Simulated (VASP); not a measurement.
Set up this calculation in VASP 6.6.1, as the native input.

| Item | Value |
| --- | --- |
| Task | single point |
| Functional | PBEsol |
| Potentials or basis | VASP PAW PBE potentials, release 64 (Zr_sv, N) |
| Cutoff | 600 eV |
| k mesh | 8 × 8 × 8 |
| Occupations | methfessel-paxton, width 0.05 eV |
| Spin | no spin polarisation |
| Dipole correction | no |
| Further INCAR settings | ALGO = Normal; EDIFF = 1e-06; NBANDS = 16 |

The structure of ZrN lies in POSCAR:

```
ZrN
1.0
    0.0000000000      2.3000000000      2.3000000000
    2.3000000000      0.0000000000      2.3000000000
    2.3000000000      2.3000000000      0.0000000000
Zr N
1 1
Direct
    0.5000000000      0.5000000000      0.5000000000
    0.0000000000      0.0000000000      0.0000000000
```

The input as run:

INCAR

```
PREC = Accurate
ENCUT = 600
EDIFF = 1E-6
ISMEAR = 1
SIGMA = 0.05
LREAL = False
LASPH = True
NELM = 120
ALGO = Normal
ISIF = 2
LWAVE = False
LCHARG = False
GGA = PS
NBANDS = 16
GGA_COMPAT = False
```

KPOINTS

```
regular mesh
0
Gamma
  8 8 8
```

Potentials or basis: VASP PAW PBE potentials, release 64 (Zr_sv, N).

Command:

```console
$ cat potpaw_PBE.64/Zr_sv/POTCAR potpaw_PBE.64/N/POTCAR > POTCAR
$ mpirun -np 1 vasp_std > vasp.out
```

It gave:

- Pressure: -7.4 GPa

Caveat: the PAW data sets were made with another functional, which shifts forces and pressure a little.

Run time: 37 s on 1 thread of AMD EPYC 7R13 (shared host), peak memory 0.13 GiB.
